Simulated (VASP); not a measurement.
Here is a VASP 6.6.1 calculation.

The input POSCAR:

```
TaN
1.0
    0.0000000000      2.2113230000      2.2113230000
    2.2113230000      0.0000000000      2.2113230000
    2.2113230000      2.2113230000      0.0000000000
Ta N
1 1
Direct
    0.5000000000      0.5000000000      0.5000000000
    0.0000000000      0.0000000000      0.0000000000
```

INCAR.step1

```
  PREC = Accurate
  ENCUT = 520
  ISMEAR = -1
  SIGMA = 0.05
  LREAL = False
  LASPH = True
  NELM = 150
  LMAXMIX = 4
  LDAU = True
  LDAUTYPE = 2
  LDAUL = 2 -1
  LDAUU = 4 0
  LDAUJ = 0 0
  NBANDS = 15
  GGA = PE
  ALGO = Normal
  EDIFF = 1E-4
  LWAVE = True
  LCHARG = False
```

The input INCAR.step2:

```
  PREC = Accurate
  ENCUT = 520
  EDIFF = 1E-6
  ISMEAR = -1
  SIGMA = 0.05
  LREAL = False
  LASPH = True
  NELM = 150
  ALGO = Normal
  ISIF = 2
  LWAVE = False
  LCHARG = False
  LMAXMIX = 4
  LDAU = True
  LDAUTYPE = 2
  LDAUL = 2 -1
  LDAUU = 4 0
  LDAUJ = 0 0
  LDAUPRINT = 1
  METAGGA = R2SCAN
  LMIXTAU = True
  NBANDS = 15
  ISTART = 1
```

File KPOINTS:

```
regular mesh
0
Gamma
  10 10 10
```

Potentials or basis: VASP PAW PBE potentials, release 64 (Ta_pv, N).

The run is started by

```console
$ cat potpaw_PBE.64/Ta_pv/POTCAR potpaw_PBE.64/N/POTCAR > POTCAR
$ cp INCAR.step1 INCAR
$ mpirun -np 1 vasp_std > vasp.out
$ cp INCAR.step2 INCAR
$ mpirun -np 1 vasp_std > vasp.out
```

(1) What does it give for the pressure?

(2) Predict the band gap on the k mesh.

## Answers

(1) 7.5 GPa.

(2) zero (band 8 reaches 11.93 eV, above the bottom of band 9 at 7.87 eV).

Caveat: the PAW data sets were made with another functional, which shifts forces and pressure a little; spin-orbit coupling is left out, which moves the levels of the heavy elements; U without spin polarisation on a metal has little footing.
